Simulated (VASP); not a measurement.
# Sr2C: single point with PBE

The system is Sr2C.

```
C Sr
1.0
     0.00000    3.36014    3.36014
     3.36014    0.00000    3.36014
     3.36014    3.36014    0.00000
C Sr
1 2
Direct
  0.00000 0.00000 0.00000
  0.25000 0.25000 0.25000
  0.75000 0.75000 0.75000
```

```yaml
Program: VASP 6.6.1
Task: single point
Functional: PBE
Potentials_or_basis: VASP PAW PBE potentials, release 64 (C, Sr_sv)
Cutoff: 520 eV
k_mesh: 6 × 6 × 6
Occupations: fermi-dirac, width 0.02 eV
Spin: no spin polarisation
```

```
Pressure               : 0.6 GPa
Band gap on the k mesh : zero (band 12 reaches 2.99 eV, above the bottom of band 13 at 2.89 eV)
```

Levels at points of the mesh, in eV from the Fermi level:
| k point | band 10 | band 11 | band 12 | band 13 | band 14 | band 15 |
| --- | --- | --- | --- | --- | --- | --- |
| (0.00, 0.00, 0.00) | -1.40 | -1.40 | -1.40 | -0.09 | 1.30 | 1.30 |
| (0.50, 0.00, 0.00) | -1.62 | -0.57 | -0.57 | 1.99 | 2.70 | 2.70 |
| (0.50, 0.50, 0.00) | -2.01 | -0.07 | 0.01 | 0.01 | 2.08 | 2.25 |

It took 60 s on 1 thread of AMD EPYC 7R13, with other jobs on the host, peak memory 0.17 GiB.
